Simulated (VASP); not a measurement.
InAs:

```
CELL_PARAMETERS angstrom
0.00000 3.02400 3.02400
3.02400 0.00000 3.02400
3.02400 3.02400 0.00000
ATOMIC_POSITIONS crystal
In 0.00000 0.00000 0.00000
As 0.75000 0.75000 0.75000
```

Base run:

| Quantity | Value |
| --- | --- |
| Program | VASP 6.6.1 |
| Functional | PBEsol |
| Potentials or basis | VASP PAW PBE potentials, release 64 (In_d, As) |
| Cutoff | 520 eV |
| k mesh | 10 × 10 × 10 |
| Occupations | fermi-dirac, width 0.08 eV |
| Spin | no spin polarisation |

Its results: band gap on the k mesh zero (filled and empty bands touch); pressure 1.2 GPa.

After a change of settings the same cell gave: band gap on the k mesh zero (filled and empty bands touch); pressure 3.9 GPa. Which change was it?
A. functional from PBEsol to r2SCAN
B. functional from PBEsol to LDA; potentials or basis from VASP PAW PBE potentials, release 64 (In_d, As) to VASP PAW LDA potentials, release 64 (In_d, As)
C. functional from PBEsol to PBE; further incar settings from ALGO = Normal; EDIFF = 1e-08; NBANDS = 16 to ALGO = Normal; EDIFF = 1e-07; NBANDS = 16

C.

Caveats: spin-orbit coupling is left out, which moves the levels of the heavy elements; the PAW data sets were made with another functional, which shifts forces and pressure a little (some runs).
